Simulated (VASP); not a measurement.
# Al33N32 (a cell with a defect) in VASP: single point with PBEsol

Aim: the single point of Al33N32 (a cell with a defect) with PBEsol.

All numbers are computed with VASP 6.6.1; they aren't measurements. Logs are shortened: lines on timing, memory, paths and dates and some standing lists are left out, and cuts for length are marked.

## (1) The cell of the first run

The cell holds a defect, 65 atoms: a = 8.755 Å, b = 8.755 Å, c = 8.755 Å, α = 90.00°, β = 90.00°, γ = 90.00°.

## (2) Single point, PBEsol, collinear spin

The input, INCAR:

```
SYSTEM = Al33N32
PREC = Accurate
ENCUT = 520
EDIFF = 1E-6
ISMEAR = -1
SIGMA = 0.05
LREAL = Auto
LASPH = .TRUE.
NELM = 200
ALGO = Normal
ISIF = 2
LWAVE = .FALSE.
LCHARG = .TRUE.
ISPIN = 2
MAGMOM = 0 0 0 0 0 0 0 0.167 0 0 0 0 0 0 0 0 0 0 0 0 0 0 0 0 0 0 0 0 0 0 0 0 0.167 0 0 0 0 0 0 0 0.167 0 0.167 0 0 0 0 0 0 0 0 0.167 0 0 0 0 0 0 0 0 0 0.167 0 0 0
LORBIT = 11
GGA = PS
LELF = .TRUE.
LVHAR = .TRUE.
ISYM = -1
NBANDS = 172
GGA_COMPAT = .FALSE.
```

The input, KPOINTS:

```
explicit points
1
Reciprocal
  0.25000000   0.25000000   0.25000000 1
```

The input, POSCAR:

```
Al33N32
1.0
    8.7554440000      0.0000000000      0.0000000000
    0.0000000000      8.7554440000      0.0000000000
    0.0000000000      0.0000000000      8.7554440000
Al N
33 32
Direct
    0.0007310000      0.0005130000      0.0012350000
    0.9939720000      0.9937610000      0.5004410000
    0.9971880000      0.5006960000      0.0003250000
    0.0060770000      0.5012070000      0.5022830000
    0.5009080000      0.9969640000      0.0003110000
    0.5014070000      0.0058970000      0.5022850000
    0.5017600000      0.5015580000      0.9952610000
    0.3908940000      0.3905230000      0.4320050000
    0.2493940000      0.2491830000      0.0001450000
    0.2191850000      0.2190500000      0.5154100000
    0.2544540000      0.7524610000      0.9992400000
    0.2504820000      0.7490410000      0.5025080000
    0.7526870000      0.2542460000      0.9992210000
    0.7492660000      0.2502610000      0.5025090000
    0.7539370000      0.7537260000      0.9953190000
    0.7613050000      0.7611040000      0.4907240000
    0.2527200000      0.0007150000      0.2514550000
    0.2509670000      0.9937850000      0.7576310000
    0.2388070000      0.5058820000      0.2344180000
    0.2478860000      0.4973850000      0.7538860000
    0.7558680000      0.0051490000      0.2495920000
    0.7508360000      0.0008750000      0.7529970000
    0.7502750000      0.5162450000      0.2519350000
    0.7541790000      0.5008990000      0.7562510000
    0.0008860000      0.2525000000      0.2514370000
    0.9939910000      0.2507540000      0.7576370000
    0.0053620000      0.7556500000      0.2495960000
    0.0010810000      0.7506270000      0.7530040000
    0.5061290000      0.2385860000      0.2343540000
    0.4975990000      0.2476730000      0.7538890000
    0.5164480000      0.7500790000      0.2519270000
    0.5011020000      0.7539790000      0.7562540000
    0.5731580000      0.5729960000      0.4656930000
    0.1261650000      0.1259530000      0.1277270000
    0.1085840000      0.1083780000      0.6413630000
    0.1232700000      0.6309190000      0.1187930000
    0.1279540000      0.6256090000      0.6294150000
    0.6311580000      0.1230350000      0.1187620000
    0.6258210000      0.1277540000      0.6294120000
    0.6279330000      0.6277370000      0.1117710000
    0.6403470000      0.6401400000      0.6448730000
    0.3763500000      0.3761380000      0.1270140000
    0.3533240000      0.3531000000      0.6313910000
    0.3794260000      0.8733710000      0.1313010000
    0.3769770000      0.8763070000      0.6248250000
    0.8735650000      0.3792190000      0.1312930000
    0.8765050000      0.3767570000      0.6248300000
    0.8770310000      0.8768130000      0.1263720000
    0.8757910000      0.8755820000      0.6291040000
    0.3722310000      0.1378130000      0.3799090000
    0.3744170000      0.1225070000      0.8797500000
    0.3713910000      0.6096260000      0.3796240000
    0.3742200000      0.6244370000      0.8739230000
    0.8785640000      0.1297080000      0.3776540000
    0.8742280000      0.1253970000      0.8798890000
    0.8939080000      0.6269970000      0.3750700000
    0.8794010000      0.6260660000      0.8769600000
    0.1379230000      0.3720150000      0.3798840000
    0.1227210000      0.3742050000      0.8797440000
    0.1299310000      0.8783600000      0.3776510000
    0.1256130000      0.8740120000      0.8798940000
    0.6099030000      0.3711790000      0.3796030000
    0.6246370000      0.3740160000      0.8739150000
    0.6271890000      0.8937220000      0.3750670000
    0.6262780000      0.8791870000      0.8769530000
```

Potentials or basis: VASP PAW PBE potentials, release 64 (Al, N).

Launch:

```
> cat potpaw_PBE.64/Al/POTCAR potpaw_PBE.64/N/POTCAR > POTCAR
> mpirun -np 1 vasp_std > vasp.out
```

OUTCAR:

```text
SYSTEM = Al33N32
   PREC = Accurate
   ENCUT = 520
   EDIFF = 1E-6
   ISMEAR = -1
   LREAL = Auto
   LASPH = .TRUE.
   NELM = 200
   ISIF = 2
   ISPIN = 2
   LORBIT = 11
   GGA = PS
   ISYM = -1

 ion  position               nearest neighbor table
   1  0.001  0.001  0.001-  48 1.88  61 1.88  55 1.88  34 1.91  21 3.05  27 3.05  15 3.06  26 3.06
                            18 3.06   9 3.08  28 3.08  22 3.08  11 3.11  13 3.11  25 3.11  17 3.11
   2  0.994  0.994  0.500-  49 1.85  35 1.88  54 1.90  60 1.90  10 2.79  16 2.88  21 3.03  27 3.03
                            22 3.07  28 3.07  14 3.10  12 3.10  17 3.14  25 3.14  18 3.18  26 3.18
   3  0.997  0.501  0.000-  57 1.85  59 1.88  36 1.90  46 1.90  19 2.95  24 3.02  13 3.04  26 3.05
                            15 3.07  20 3.08  28 3.08  23 3.09  25 3.09   9 3.12  27 3.12  11 3.15
   4  0.006  0.501  0.502-  56 1.85  37 1.89  47 1.90  58 1.94  12 3.05  20 3.06  25 3.09  28 3.10
                            10 3.10  19 3.11  16 3.13  24 3.13  26 3.13  23 3.14  27 3.14  14 3.14
   5  0.501  0.997  0.000-  65 1.85  51 1.88  38 1.90  44 1.90  29 2.95  32 3.02  11 3.04  18 3.05
                            15 3.07  30 3.08  22 3.08  31 3.09  17 3.09   9 3.12  21 3.12  13 3.15
   6  0.501  0.006  0.502-  64 1.85  39 1.89  45 1.90  50 1.94  14 3.05  30 3.06  17 3.09  22 3.10
                            10 3.10  29 3.11  16 3.13  32 3.13  18 3.13  31 3.14  21 3.14  12 3.14
   7  0.502  0.502  0.995-  40 1.87  53 1.88  63 1.88  42 1.93  32 3.04  24 3.04  20 3.07  30 3.07
                            11 3.08  13 3.08  29 3.11  19 3.11  15 3.12   9 3.13  31 3.13  23 3.13
   8  0.391  0.391  0.432-  43 1.81  62 1.98  52 1.98  10 2.25  50 2.27  58 2.27  33 2.28  29 2.40
                            19 2.41  30 3.22  20 3.22
   9  0.249  0.249  0.000-  51 1.88  59 1.88  34 1.89  42 1.92  29 3.04  19 3.04  20 3.06  30 3.06
                             1 3.08  26 3.08  18 3.08  17 3.09  25 3.09   3 3.12   5 3.12   7 3.13
  10  0.219  0.219  0.515-  35 1.76  58 1.93  50 1.93  43 1.95   8 2.25   2 2.79  26 2.91  18 2.91
                            25 3.01  17 3.01   4 3.10   6 3.10  20 3.22  30 3.22
  11  0.254  0.752  0.999-  61 1.87  36 1.88  53 1.89  44 1.91  19 2.99  18 2.99  32 3.03   5 3.04
                             7 3.08  27 3.09  28 3.09  17 3.10  20 3.10   1 3.11   3 3.15  31 3.19
  12  0.250  0.749  0.503-  37 1.89  60 1.90  45 1.90  52 1.94   4 3.05  27 3.08  28 3.09  18 3.10
                             2 3.10  17 3.11  20 3.11  32 3.12   6 3.14  19 3.17  31 3.20  33 3.23
  13  0.753  0.254  0.999-  55 1.87  38 1.88  63 1.89  46 1.91  29 2.99  26 2.99  24 3.03   3 3.04
                             7 3.08  21 3.09  22 3.09  25 3.10  30 3.10   1 3.11   5 3.15  23 3.19
  14  0.749  0.250  0.503-  39 1.88  54 1.89  47 1.90  62 1.94   6 3.05  21 3.08  22 3.09  26 3.10
                             2 3.10  25 3.11  30 3.11  24 3.12   4 3.14  29 3.17  23 3.20  33 3.24
  15  0.754  0.754  0.995-  40 1.86  57 1.88  65 1.88  48 1.91  28 3.03  22 3.03  24 3.05  32 3.05
                             1 3.06  31 3.06  23 3.06   5 3.07   3 3.07   7 3.12  21 3.13  27 3.13
  16  0.761  0.761  0.491-  49 1.86  56 1.94  64 1.94  41 2.02  33 2.34   2 2.88  23 3.00  31 3.00
                            21 3.00  27 3.00  22 3.11  28 3.11   4 3.13   6 3.13  24 3.26  32 3.26
  17  0.253  0.001  0.251-  60 1.88  44 1.89  34 1.90  50 1.95  10 3.01  29 3.05  27 3.05   5 3.09
                             6 3.09   9 3.09  11 3.10   1 3.11  12 3.11  25 3.12   2 3.14  31 3.19
  18  0.251  0.994  0.758-  61 1.86  51 1.89  35 1.90  45 1.90  10 2.91  11 2.99  32 3.03   5 3.05
                            28 3.05   1 3.06   9 3.08  12 3.10  30 3.10   6 3.13  26 3.18   2 3.18
  19  0.239  0.506  0.234-  36 1.80  42 1.90  58 1.94  52 1.95   8 2.41   3 2.95  11 2.99  27 3.00
                             9 3.04  25 3.05   4 3.11   7 3.11  12 3.17  31 3.24  29 3.31
  20  0.248  0.497  0.754-  37 1.88  53 1.89  59 1.89  43 1.90   4 3.06   9 3.06   7 3.07   3 3.08
                            30 3.09  28 3.10  26 3.10  11 3.10  12 3.11  32 3.16  10 3.22   8 3.22
  21  0.756  0.005  0.250-  64 1.85  48 1.88  38 1.89  54 1.90  29 3.00  16 3.00   2 3.03  25 3.05
                             1 3.05  31 3.06  14 3.08  27 3.09  13 3.09   5 3.12  15 3.13   6 3.14
  22  0.751  0.001  0.753-  65 1.87  49 1.89  55 1.89  39 1.90  15 3.03  26 3.05   2 3.07  32 3.07
                             5 3.08   1 3.08  13 3.09  14 3.09  30 3.10   6 3.10  28 3.10  16 3.11
  23  0.750  0.516  0.252-  40 1.90  56 1.92  46 1.93  62 2.09  33 2.48  31 2.90  16 3.00  15 3.06
                            27 3.06   3 3.09   7 3.13   4 3.14  25 3.19  13 3.19  14 3.20  29 3.24
  24  0.754  0.501  0.756-  41 1.85  57 1.88  63 1.89  47 1.91   3 3.02  13 3.03  26 3.03   7 3.04
                            15 3.05  33 3.06  28 3.07  14 3.12   4 3.13  32 3.13  30 3.16  16 3.26
  25  0.001  0.252  0.251-  54 1.88  46 1.89  34 1.90  58 1.95  10 3.01  19 3.05  21 3.05   3 3.09
                             4 3.09   9 3.09  13 3.10   1 3.11  14 3.11  17 3.12   2 3.14  23 3.19
  26  0.994  0.251  0.758-  55 1.86  59 1.89  35 1.90  47 1.90  10 2.91  13 2.99  24 3.03   3 3.05
                            22 3.05   1 3.06   9 3.08  14 3.10  20 3.10   4 3.13  18 3.18   2 3.18
  27  0.005  0.756  0.250-  56 1.85  48 1.88  36 1.89  60 1.90  19 3.00  16 3.00   2 3.03  17 3.05
                             1 3.05  23 3.06  12 3.08  21 3.09  11 3.09   3 3.12  15 3.13   4 3.14
  28  0.001  0.751  0.753-  57 1.87  49 1.89  61 1.89  37 1.90  15 3.03  18 3.05   2 3.07  24 3.07
                             3 3.08   1 3.08  11 3.09  12 3.09  20 3.10   4 3.10  22 3.10  16 3.11
  29  0.506  0.239  0.234-  38 1.80  42 1.90  50 1.94  62 1.95   8 2.40   5 2.95  13 2.99  21 3.00
                             9 3.04  17 3.05   6 3.11   7 3.11  14 3.17  23 3.24  19 3.31
  30  0.498  0.248  0.754-  39 1.88  63 1.89  51 1.89  43 1.90   6 3.06   9 3.06   7 3.07   5 3.08
[... 258 lines left out ...]

 number of electron     258.9999997 magnetization       0.7351386

 Free energy of the ion-electron system (eV)
  ---------------------------------------------------
  ext. energy  EPLUGINS =         0.00000000
  ---------------------------------------------------
  free energy    TOTEN  =      -493.92485598 eV

  energy without entropy =     -493.88458125  energy(sigma->0) =     -493.90471861

 E-fermi :   9.7769     XC(G=0): -11.1963

 val. band max:        9.6836385652   @ k =   0.2500   0.2500   0.2500
 cond. band min:       9.8716042831   @ k =   0.2500   0.2500   0.2500
 fundamental gap:      0.1879657180
 Fermi energy:         9.7769303483

 spin component 1

 k-point     1 :       0.2500    0.2500    0.2500
  band No.  band energies     occupation
      1      -9.0081      1.00000
      2      -8.4275      1.00000
      3      -8.2351      1.00000
      4      -8.2265      1.00000
      5      -7.8235      1.00000
      6      -7.7291      1.00000
[... 133 lines left out ...]
    140      11.7461      0.00000
    141      11.7605      0.00000
 Fermi energy:         9.7769303483

 spin component 2

 k-point     1 :       0.2500    0.2500    0.2500
  band No.  band energies     occupation
      1      -8.9926      1.00000
      2      -8.4166      1.00000
      3      -8.2261      1.00000
      4      -8.2166      1.00000
      5      -7.8148      1.00000
      6      -7.7211      1.00000
[... 133 lines left out ...]
    140      11.7751      0.00000
    141      11.7803      0.00000
 [bands above 141 left out]

------------------------ aborting loop because EDIFF is reached ----------------------------------------

  FORCE on cell =-STRESS in cart. coord.  units (eV):
  Direction    XX          YY          ZZ          XY          YZ          ZX
  --------------------------------------------------------------------------------------
  -------------------------------------------------------------------------------------
  Total       18.7694105     18.7467685     18.5152457      9.9834332     -6.2904715     -6.2999753
  in kB       44.8050215     44.7509722     44.1982972     23.8317523    -15.0161728    -15.0388596
  external PRESSURE =      44.5847636 kB  Pullay stress =       0.0000000 kB

 VOLUME and BASIS-vectors are now :
 -----------------------------------------------------------------------------
  energy-cutoff  :      520.00
  volume of cell :      671.17
      direct lattice vectors                 reciprocal lattice vectors
     8.755444000  0.000000000  0.000000000     0.114214653  0.000000000  0.000000000
     0.000000000  8.755444000  0.000000000     0.000000000  0.114214653  0.000000000
     0.000000000  0.000000000  8.755444000     0.000000000  0.000000000  0.114214653

 POSITION                                       TOTAL-FORCE (eV/Angst)
 -----------------------------------------------------------------------------------
      0.00640      0.00449      0.01081         0.002147      0.002911     -0.003778
      8.70267      8.70082      4.38158         0.008862      0.009069      0.010990
      8.73082      4.38382      0.00285         0.002439      0.006583      0.014151
      0.05321      4.38829      4.39771         0.021821     -0.009149      0.019963
      4.38567      8.72886      0.00272         0.006420      0.001545      0.015313
      4.39004      0.05163      4.39773        -0.007499      0.021018      0.019369
[... 57 lines left out ...]
      5.49132      7.82493      3.28388         0.002306     -0.016864     -0.006564
      5.48334      7.69767      7.67811         0.002708     -0.001044      0.009173
 -----------------------------------------------------------------------------------
    total drift:                               -0.005792     -0.011302     -0.006729

  FREE ENERGIE OF THE ION-ELECTRON SYSTEM (eV)
  ---------------------------------------------------
  free  energy   TOTEN  =      -493.9248559788 eV

  energy  without entropy=     -493.8845812500  energy(sigma->0) =     -493.90471861

 total charge

# of ion       s       p       d       tot
------------------------------------------
    1        0.370   0.450   0.000   0.820
    2        0.373   0.463   0.000   0.836
    3        0.371   0.457   0.000   0.828
    4        0.368   0.447   0.000   0.816
    5        0.371   0.457   0.000   0.828
    6        0.368   0.447   0.000   0.816
[... 57 lines left out ...]
   64        1.230   2.607   0.000   3.837
   65        1.221   2.647   0.000   3.868
--------------------------------------------------
tot         51.395  98.717   0.000 150.112

 magnetization (x)

# of ion       s       p       d       tot
------------------------------------------
    1        0.001   0.002   0.000   0.003
    2        0.001   0.003   0.000   0.004
    3        0.001   0.002   0.000   0.003
    4        0.001   0.003   0.000   0.004
    5        0.001   0.002   0.000   0.003
    6        0.001   0.003   0.000   0.004
[... 57 lines left out ...]
   64        0.002   0.001   0.000   0.003
   65        0.001  -0.001   0.000   0.000
--------------------------------------------------
tot          0.065   0.061   0.000   0.126
```

Wall time 12 min (1 thread of AMD EPYC 7R13 (Zen 3), shared host); peak memory 0.98 GiB.

What came out:

- Free energy: -493.9249 eV
- Pressure: 4.5 GPa
- Largest force: 0.067 eV/Å
- Net moment: 0.74 μB per cell
- Site moments: Al +0.00, +0.04 (each value once); N +0.00, -0.00 (each value once) μB
- Valence electrons inside the program's atomic spheres: Al 0.82, 0.84, 0.83, 0.87, 0.88, 0.80, 0.81, 0.78, 0.97 (each value once); N 3.83, 3.89, 3.87, 3.85, 3.81, 3.82, 3.84, 3.86, 3.80 (each value once)

Forces in eV/Å, atoms in the order of the input:
```
Al   0.002  0.003 -0.004
Al   0.009  0.009  0.011
Al   0.002  0.007  0.014
Al   0.022 -0.009  0.020
Al   0.006  0.002  0.015
Al  -0.007  0.021  0.019
Al  -0.004 -0.003  0.006
Al   0.021  0.023 -0.023
Al  -0.010 -0.009  0.015
Al   0.022  0.023 -0.012
Al  -0.015 -0.005  0.003
Al   0.003 -0.007  0.015
Al  -0.007 -0.015  0.002
Al  -0.007  0.004  0.016
Al   0.014  0.014 -0.008
Al   0.018  0.018  0.018
Al   0.002  0.023 -0.012
Al  -0.012 -0.003 -0.013
Al  -0.001 -0.004  0.002
Al   0.011 -0.006 -0.025
Al  -0.004 -0.005 -0.019
Al   0.007  0.012 -0.005
Al   0.008 -0.008 -0.006
Al  -0.006  0.003 -0.019
Al   0.025  0.002 -0.009
Al  -0.003 -0.010 -0.013
Al  -0.001 -0.004 -0.020
Al   0.012  0.007 -0.006
Al  -0.002  0.000  0.001
Al  -0.007  0.011 -0.025
Al  -0.009  0.008 -0.004
Al   0.006 -0.010 -0.021
Al  -0.047 -0.048  0.005
N    0.004  0.005  0.001
N   -0.034 -0.035  0.025
N   -0.016  0.011 -0.006
N   -0.002  0.002  0.000
N    0.011 -0.015 -0.007
N    0.002 -0.002  0.000
N   -0.008 -0.009  0.012
N   -0.001  0.000 -0.005
N    0.009  0.008 -0.006
N   -0.007 -0.005  0.043
N    0.009 -0.003  0.004
N    0.001  0.001 -0.005
N   -0.003  0.009  0.003
N    0.002  0.003 -0.005
N   -0.006 -0.006  0.013
N    0.010  0.010 -0.004
N    0.000 -0.003 -0.003
N   -0.003  0.003  0.004
N   -0.002  0.012 -0.017
N    0.004 -0.006  0.007
N    0.003 -0.008  0.009
N   -0.005  0.004  0.002
N   -0.017  0.002 -0.007
N   -0.001  0.002  0.009
N   -0.001 -0.001 -0.001
N    0.003 -0.003  0.005
N   -0.008  0.003  0.010
N    0.004 -0.005  0.002
N    0.009  0.000 -0.017
N   -0.005  0.004  0.009
N    0.002 -0.017 -0.007
N    0.003 -0.001  0.009
```

Stress tensor (GPa, compression positive):
```
 4.48  2.38 -1.50
 2.38  4.48 -1.50
-1.50 -1.50  4.42
```

Caveat: the PAW data sets were made with another functional, which shifts forces and pressure a little.
